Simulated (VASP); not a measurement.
# AlNi (Pm-3m) in VASP: further runs, part 2 of 2

VASP 6.6.1. Earlier steps stand in the parts before.

## Step 4: Vibrations by perturbation theory, PBEsol

This run uses another cell than the first one, of 11.73 Å³/atom, 1.020 times its volume.

INCAR

```
PREC = Accurate
ENCUT = 520
EDIFF = 1E-8
ISMEAR = -1
SIGMA = 0.1
LREAL = F
LASPH = T
NELM = 100
ALGO = Normal
ISIF = 2
LWAVE = F
LCHARG = T
GGA = PS
NBANDS = 14
IBRION = 8
NSW = 1
```

KPOINTS

```
Automatic mesh
0
Gamma
  14 14 14
```

POSCAR

```
AlNi
1.0
    2.8625067189      0.0000000000      0.0000000000
    0.0000000000      2.8625067189      0.0000000000
    0.0000000000      0.0000000000      2.8625067189
Al Ni
1 1
Direct
    0.0000000000      0.0000000000      0.0000000000
    0.5000000000      0.5000000000      0.5000000000
```

Potentials or basis: VASP PAW PBE potentials, release 64 (Al, Ni).

Launch:

```sh
$ cat potpaw_PBE.64/Al/POTCAR potpaw_PBE.64/Ni/POTCAR > POTCAR
$ mpirun -np 1 vasp_std > vasp.out
```

OUTCAR:

```text
PREC = Accurate
   ENCUT = 520
   EDIFF = 1E-8
   ISMEAR = -1
   LREAL = F
   LASPH = T
   NELM = 100
   ISIF = 2
   GGA = PS
   IBRION = 8
   NSW = 1

 ion  position               nearest neighbor table
   1  0.000  0.000  0.000-   2 2.48   2 2.48   2 2.48   2 2.48   2 2.48   2 2.48   2 2.48   2 2.48

   2  0.500  0.500  0.500-   1 2.48   1 2.48   1 2.48   1 2.48   1 2.48   1 2.48   1 2.48   1 2.48

  LATTYP: Found a simple cubic cell.
 ALAT       =     2.8625067189

  Lattice vectors:

 A1 = (   2.8625067189,   0.0000000000,   0.0000000000)
 A2 = (   0.0000000000,   2.8625067189,   0.0000000000)
 A3 = (   0.0000000000,   0.0000000000,   2.8625067189)

Analysis of symmetry for initial positions (statically):
=====================================================================
 Subroutine PRICEL returns:
 Original cell was already a primitive cell.

 Routine SETGRP: Setting up the symmetry group for a
 simple cubic supercell.

 Subroutine GETGRP returns: Found 48 space group operations
 (whereof 48 operations were pure point group operations)
 out of a pool of 48 trial point group operations.

The static configuration has the point symmetry O_h .

Analysis of symmetry for dynamics (positions and initial velocities):
=====================================================================
 Subroutine PRICEL returns:
 Original cell was already a primitive cell.

 Routine SETGRP: Setting up the symmetry group for a
 simple cubic supercell.

 Subroutine GETGRP returns: Found 48 space group operations
[... 593 lines left out ...]
 -----------------------------------------------------------------------------------
    total drift:                                0.000000      0.000000     -0.000000

  FREE ENERGIE OF THE ION-ELECTRON SYSTEM (eV)
  ---------------------------------------------------
  free  energy   TOTEN  =       -11.5996299826 eV

  energy  without entropy=      -11.5713858481  energy(sigma->0) =      -11.58550792

[... ionic steps 2 to 3 ...]

--------------------------------------- Ionic step        4  -------------------------------------------

------------------------ aborting loop because EDIFF is reached ----------------------------------------

[... ionic steps 5 to 6 ...]

--------------------------------------- Ionic step        7  -------------------------------------------

 Free energy of the ion-electron system (eV)
  ---------------------------------------------------
  ---------------------------------------------------
  free energy    TOTEN  =        -0.18527482 eV

  energy without entropy =       -0.18527481

------------------------ aborting loop because EDIFF is reached ----------------------------------------

 INTERNAL STRAIN TENSOR  FOR ION    2  DIRECTION 1   (eV/Angst):
 -----------------------------------------------------------------------------
     0.03033  0.00000  0.00000
     0.00000  0.00954 -0.00000
     0.00000 -0.00000  0.00954

 INTERNAL STRAIN TENSOR FOR ION    2 for displacements in x,y,z  (eV/Angst):
          X           Y           Z          XY          YZ          ZX
  --------------------------------------------------------------------------------
  x     0.00000     0.00000     0.00000     0.00000     0.00000     0.00000
  y     0.00000     0.00000     0.00000     0.00000     0.00000     0.00000
  z     0.00000     0.00000     0.00000     0.00000     0.00000     0.00000

 SECOND DERIVATIVES (NOT SYMMETRIZED)
 ------------------------------------
               1X          1Y          1Z          2X          2Y          2Z
  1X    -6.252629    0.000000   -0.000000    6.252629   -0.000000    0.000000
  1Y     0.000000   -6.252629   -0.000000   -0.000000    6.252629    0.000000
  1Z    -0.000000    0.000000   -6.252629    0.000000    0.000000    6.252629
  2X     6.286782   -0.000000    0.000000   -6.286782    0.000000   -0.000000
  2Y     0.000000    6.286782    0.000000   -0.000000   -6.286782   -0.000000
  2Z    -0.000000   -0.000000    6.286782    0.000000    0.000000   -6.286782

 Eigenvectors and eigenvalues of the dynamical matrix
 ----------------------------------------------------

   1 f  =    9.100421 THz    57.179629 2PiTHz  303.557356 cm-1    37.636299 meV
             X         Y         Z           dx          dy          dz
      0.000000  0.000000  0.000000     0.826974    0.000000    0.000000
      1.431253  1.431253  1.431253    -0.562241   -0.000000    0.000000
[... 21 lines left out ...]
   6 f/i=    0.011525 THz     0.072411 2PiTHz    0.384420 cm-1     0.047662 meV
             X         Y         Z           dx          dy          dz
      0.000000  0.000000  0.000000    -0.022521   -0.047478    0.559779
      1.431253  1.431253  1.431253    -0.033125   -0.069833    0.823354

--------------------------------------------------------------------------------------------------------

 ELASTIC MODULI CONTR FROM IONIC RELAXATION (kBar)
 Direction    XX          YY          ZZ          XY          YZ          ZX
 --------------------------------------------------------------------------------
 XX           0.0000      0.0000      0.0000      0.0000      0.0000      0.0000
 YY           0.0000      0.0000      0.0000      0.0000      0.0000      0.0000
 ZZ           0.0000      0.0000      0.0000      0.0000      0.0000      0.0000
 XY           0.0000      0.0000      0.0000      0.0000      0.0000      0.0000
 YZ           0.0000      0.0000      0.0000      0.0000      0.0000      0.0000
 ZX           0.0000      0.0000      0.0000      0.0000      0.0000      0.0000
 --------------------------------------------------------------------------------
```

OSZICAR:

```text
N       E                     dE             d eps       ncg     rms          rms(c)
DAV:   1     0.406795480514E+02    0.40680E+02   -0.54673E+03  3392   0.980E+02
DAV:   2    -0.114192363847E+02   -0.52099E+02   -0.47131E+02  3660   0.183E+02
[... 43 lines left out ...]
RMM:   7    -0.185279969178E+00    0.15903E-04   -0.10700E-07 14893   0.242E-03    0.346E-04
RMM:   8    -0.185275824885E+00    0.41443E-05   -0.11083E-08 15436   0.508E-04    0.720E-05
RMM:   9    -0.185275033037E+00    0.79185E-06   -0.10417E-08 15482   0.168E-04    0.233E-05
RMM:  10    -0.185274794044E+00    0.23899E-06   -0.96196E-09 15185   0.889E-05    0.470E-06
RMM:  11    -0.185274814273E+00   -0.20230E-07   -0.98731E-09 16008   0.556E-05    0.132E-06
RMM:  12    -0.185274819924E+00   -0.56510E-08   -0.96981E-09 14815   0.450E-05    0.692E-07
 Linear response finished
```

stdout:

```text
POSCAR found type information on POSCAR AlNi
 POSCAR found :  2 types and       2 ions
 scaLAPACK will be used
 -----------------------------------------------------------------------------
|                                                                             |
|                                                                             |
|     You enforced a specific xc type in the INCAR file but a different       |
|     I HOPE YOU KNOW WHAT YOU ARE DOING!                                     |
|                                                                             |
 -----------------------------------------------------------------------------

 LDA part: xc-table for (Slater+PW92), standard interpolation
 POSCAR, INCAR and KPOINTS ok, starting setup
 FFT: planning ... GRIDC
 FFT: planning ... GRID_SOFT
 FFT: planning ... GRID
 WAVECAR not read
 entering main loop
 Linear response reoptimize wavefunctions to high precision
 Linear response DOF=           2
 Linear response progress:
 first order change of Fermi-energy  -0.10976E-03
 force on displaced ion       1 direction 1 :  -6.253  -0.000   0.000
 Linear response progress:
 first order change of Fermi-energy   0.26515E-02
 force on displaced ion       2 direction 1 :  -6.287   0.000  -0.000
 Linear response finished
```

Run time: 83 s. Hardware: 1 thread of Intel Xeon 6975P-C (Granite Rapids), shared host; peak memory 0.34 GiB.

What came out:

- Highest phonon frequency at Γ, LO-TO splitting left out: 304 cm⁻¹

Phonon frequencies in cm⁻¹ (negative: imaginary):
| q point | frequencies |
| --- | --- |
| (0.000, 0.000, 0.000) | 0 0 0 304 304 304 |

Caveat: the PAW data sets were made with another functional, which shifts forces and pressure a little.

## Step 5: Vibrations by perturbation theory, PBEsol (volume scaled by 1.020)

INCAR

```
PREC = Accurate ; ENCUT = 520
EDIFF = 1E-8 ; ISMEAR = -1
SIGMA = 0.1 ; LREAL = F
LASPH = T ; NELM = 100
ALGO = Normal ; ISIF = 2
LWAVE = F ; LCHARG = F
GGA = PS ; NBANDS = 14
IBRION = 8 ; NSW = 1
```

KPOINTS is that of step 4.

POSCAR

```
AlNi
1.0
    2.8814642695      0.0000000000      0.0000000000
    0.0000000000      2.8814642695      0.0000000000
    0.0000000000      0.0000000000      2.8814642695
Al Ni
1 1
Direct
    0.0000000000      0.0000000000      0.0000000000
    0.5000000000      0.5000000000      0.5000000000
```

Potentials or basis: VASP PAW PBE potentials, release 64 (Al, Ni).

Launch:

```sh
$ cat potpaw_PBE.64/Al/POTCAR potpaw_PBE.64/Ni/POTCAR > POTCAR
$ mpirun -np 1 vasp_std > vasp.out
```

OUTCAR:

```text
PREC = Accurate
   ENCUT = 520
   EDIFF = 1E-8
   ISMEAR = -1
   LREAL = F
   LASPH = T
   NELM = 100
   ISIF = 2
   GGA = PS
   IBRION = 8
   NSW = 1

 ion  position               nearest neighbor table
   1  0.000  0.000  0.000-   2 2.50   2 2.50   2 2.50   2 2.50   2 2.50   2 2.50   2 2.50   2 2.50

   2  0.500  0.500  0.500-   1 2.50   1 2.50   1 2.50   1 2.50   1 2.50   1 2.50   1 2.50   1 2.50

  LATTYP: Found a simple cubic cell.
 ALAT       =     2.8814642695

  Lattice vectors:

 A1 = (   2.8814642695,   0.0000000000,   0.0000000000)
 A2 = (   0.0000000000,   2.8814642695,   0.0000000000)
 A3 = (   0.0000000000,   0.0000000000,   2.8814642695)

Analysis of symmetry for initial positions (statically):
=====================================================================
 Subroutine PRICEL returns:
 Original cell was already a primitive cell.

 Routine SETGRP: Setting up the symmetry group for a
 simple cubic supercell.

 Subroutine GETGRP returns: Found 48 space group operations
 (whereof 48 operations were pure point group operations)
 out of a pool of 48 trial point group operations.

The static configuration has the point symmetry O_h .

Analysis of symmetry for dynamics (positions and initial velocities):
=====================================================================
 Subroutine PRICEL returns:
 Original cell was already a primitive cell.

 Routine SETGRP: Setting up the symmetry group for a
 simple cubic supercell.

 Subroutine GETGRP returns: Found 48 space group operations
 (whereof 48 operations were pure point group operations)
 out of a pool of 48 trial point group operations.
[... 592 lines left out ...]
    total drift:                                0.000000      0.000000     -0.000000

  FREE ENERGIE OF THE ION-ELECTRON SYSTEM (eV)
  ---------------------------------------------------
  free  energy   TOTEN  =       -11.5952893635 eV

  energy  without entropy=      -11.5666040199  energy(sigma->0) =      -11.58094669

[... ionic steps 2 to 3 ...]

--------------------------------------- Ionic step        4  -------------------------------------------

------------------------ aborting loop because EDIFF is reached ----------------------------------------

[... ionic steps 5 to 6 ...]

--------------------------------------- Ionic step        7  -------------------------------------------

 Free energy of the ion-electron system (eV)
  ---------------------------------------------------
  ---------------------------------------------------
  free energy    TOTEN  =        -0.18529179 eV

  energy without entropy =       -0.18529178

------------------------ aborting loop because EDIFF is reached ----------------------------------------

 INTERNAL STRAIN TENSOR  FOR ION    2  DIRECTION 1   (eV/Angst):
 -----------------------------------------------------------------------------
     0.03055 -0.00000 -0.00000
    -0.00000  0.00937  0.00000
    -0.00000  0.00000  0.00937

 INTERNAL STRAIN TENSOR FOR ION    2 for displacements in x,y,z  (eV/Angst):
          X           Y           Z          XY          YZ          ZX
  --------------------------------------------------------------------------------
  x     0.00000     0.00000     0.00000     0.00000     0.00000     0.00000
  y     0.00000     0.00000     0.00000     0.00000     0.00000     0.00000
  z     0.00000     0.00000     0.00000     0.00000     0.00000     0.00000

 SECOND DERIVATIVES (NOT SYMMETRIZED)
 ------------------------------------
               1X          1Y          1Z          2X          2Y          2Z
  1X    -5.774486    0.000000    0.000000    5.774486   -0.000000    0.000000
  1Y     0.000000   -5.774486    0.000000    0.000000    5.774486   -0.000000
  1Z    -0.000000   -0.000000   -5.774486    0.000000    0.000000    5.774486
  2X     5.805558   -0.000000   -0.000000   -5.805558    0.000000    0.000000
  2Y    -0.000000    5.805558    0.000000    0.000000   -5.805558   -0.000000
  2Z     0.000000    0.000000    5.805558   -0.000000   -0.000000   -5.805558

 Eigenvectors and eigenvalues of the dynamical matrix
 ----------------------------------------------------

   1 f  =    8.745432 THz    54.949167 2PiTHz  291.716195 cm-1    36.168182 meV
             X         Y         Z           dx          dy          dz
      0.000000  0.000000  0.000000    -0.826984   -0.000000    0.000000
      1.440732  1.440732  1.440732     0.562225   -0.000000    0.000000
[... 21 lines left out ...]
   6 f/i=    0.010911 THz     0.068553 2PiTHz    0.363935 cm-1     0.045122 meV
             X         Y         Z           dx          dy          dz
      0.000000  0.000000  0.000000    -0.000000   -0.000000   -0.562225
      1.440732  1.440732  1.440732     0.000000    0.000000   -0.826984

--------------------------------------------------------------------------------------------------------

 ELASTIC MODULI CONTR FROM IONIC RELAXATION (kBar)
 Direction    XX          YY          ZZ          XY          YZ          ZX
 --------------------------------------------------------------------------------
 XX           0.0000      0.0000      0.0000      0.0000      0.0000      0.0000
 YY           0.0000      0.0000      0.0000      0.0000      0.0000      0.0000
 ZZ           0.0000      0.0000      0.0000      0.0000      0.0000      0.0000
 XY           0.0000      0.0000      0.0000      0.0000      0.0000      0.0000
 YZ           0.0000      0.0000      0.0000      0.0000      0.0000      0.0000
 ZX           0.0000      0.0000      0.0000      0.0000      0.0000      0.0000
 --------------------------------------------------------------------------------
```

stdout:

```text
POSCAR found type information on POSCAR AlNi
 POSCAR found :  2 types and       2 ions
 scaLAPACK will be used
 -----------------------------------------------------------------------------
|                                                                             |
|                                                                             |
|     You enforced a specific xc type in the INCAR file but a different       |
|     I HOPE YOU KNOW WHAT YOU ARE DOING!                                     |
|                                                                             |
 -----------------------------------------------------------------------------

 LDA part: xc-table for (Slater+PW92), standard interpolation
 POSCAR, INCAR and KPOINTS ok, starting setup
 FFT: planning ... GRIDC
 FFT: planning ... GRID_SOFT
 FFT: planning ... GRID
 WAVECAR not read
 entering main loop
 Linear response reoptimize wavefunctions to high precision
 Linear response DOF=           2
 Linear response progress:
 first order change of Fermi-energy  -0.11557E-03
 force on displaced ion       1 direction 1 :  -5.774  -0.000   0.000
 Linear response progress:
 first order change of Fermi-energy   0.26418E-02
 force on displaced ion       2 direction 1 :  -5.806   0.000  -0.000
 Linear response finished
```

Wall time 80 s (1 thread of Intel Xeon 6975P-C (Granite Rapids), shared host); peak memory 0.33 GiB.

Results:

```
Highest phonon frequency at Γ, LO-TO splitting left out : 292 cm⁻¹
```

Phonon frequencies in cm⁻¹ (negative: imaginary):
| q point | frequencies |
| --- | --- |
| (0.000, 0.000, 0.000) | 0 0 0 292 292 292 |

Caveat: the cell differs from its parent crystal (volume scaled by 1.020); the cell wasn't relaxed at this level first, which shifts response properties; the PAW data sets were made with another functional, which shifts forces and pressure a little. Spin polarisation is off, so any magnetic state and its effect on volume and gap are missing.
